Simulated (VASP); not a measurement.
Input of a VASP 6.6.1 run:

File INCAR:

```
PREC = Accurate
ENCUT = 520
EDIFF = 1E-6
ISMEAR = 0
SIGMA = 0.15
LREAL = False
LASPH = True
NELM = 100
ALGO = Fast
ISIF = 2
LWAVE = False
LCHARG = False
GGA = PS
NBANDS = 17
```

KPOINTS

```
regular mesh
0
Gamma
  18 18 10
```

Contents of POSCAR:

```
Hf
1.0
    3.1966985242      0.0000000000      0.0000000000
   -1.5983492621      2.7684221302      0.0000000000
    0.0000000000      0.0000000000      5.0578000000
Hf
2
Direct
    0.4903421280      0.7816050816      0.1610285104
    0.6666666667      0.3333333333      0.7500000000
```

Potentials or basis: VASP PAW PBE potentials, release 64 (Hf_pv).

The run is started by

```console
$ cat potpaw_PBE.64/Hf_pv/POTCAR > POTCAR
$ mpirun -np 1 vasp_std > vasp.out
```

(1) What does it give for the largest force?

(2) What does it give for the pressure?

Answers

(1) 3.448 eV/Å.

(2) 3.3 GPa.

Caveat: the cell differs from its parent crystal (atom 1 (Hf) moved by (+0.450, -0.450) A along [1 1 0] and z); the cell stands under pressure; the PAW data sets were made with another functional, which shifts forces and pressure a little.
